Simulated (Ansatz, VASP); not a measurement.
**BeGeSb2: VASP beside Ansatz**

```xyz
4
Lattice="4.1650 0.0000 0.0000 0.0000 4.1650 0.0000 0.0000 0.0000 5.8068" Properties=species:S:1:pos:R:3 pbc="T T T"
Be    0.0000    0.0000    0.0000
Sb    0.0000    2.0825    1.2574
Sb    2.0825    0.0000    4.5494
Ge    2.0825    2.0825    2.9034
```

Alike in both runs: task single point; functional PBE; k mesh 6 × 6 × 4; occupations fermi-dirac, width 0.02 eV; no spin polarisation.

```csv
,VASP,Ansatz
version,VASP 6.6.1,Ansatz 0.2.0
potentials or method,"VASP PAW PBE potentials, release 64 (Be, Sb, Ge_d)","plane waves, PAW"
plane-wave cutoff (eV),520,420
valence electrons in the cell,26,46
```

|  | VASP | Ansatz | Ansatz less VASP |
| --- | --- | --- | --- |
| pressure (GPa) | 1.9 | 1.8 | -0.16 |
| rms of the force components (eV/Å) | 0.022 | 0.020 | -0.0020 |

VASP's potentials hold 26 valence electrons a cell and Ansatz's 46, so a difference there can come from the potentials and not from the codes.

Spin-orbit coupling is off throughout.
